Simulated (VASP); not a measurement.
**Mg: single point with r2SCAN**

Crystal: Mg.

```xyz
1
Lattice="0.0000 2.2738 2.2738 2.2738 0.0000 2.2738 2.2738 2.2738 0.0000" Properties=species:S:1:pos:R:3 pbc="T T T"
Mg    0.0000    0.0000    0.0000
```

```yaml
Program: VASP 6.6.1
Task: single point
Functional: r2SCAN
Potentials_or_basis: VASP PAW PBE potentials, release 64 (Mg)
Cutoff: 520 eV
k_mesh: 11 × 11 × 11
Occupations: fermi-dirac, width 0.1 eV
Spin: no spin polarisation
```

The pressure is -1.4 GPa and the band gap on the k mesh is zero (band 1 reaches 3.46 eV, above the bottom of band 2 at 1.58 eV).

Levels at points of the mesh, in eV from the Fermi level:
```csv
k point,band 1,band 2,band 3,band 4,band 5
"(0.00, 0.00, 0.00)",-7.25,13.06,13.06,13.06,15.18
```

Run time: 62 s on 1 thread of AMD EPYC 7R13 (shared host), peak memory 0.11 GiB.

Caveat: the PAW data sets were made with another functional, which shifts forces and pressure a little.
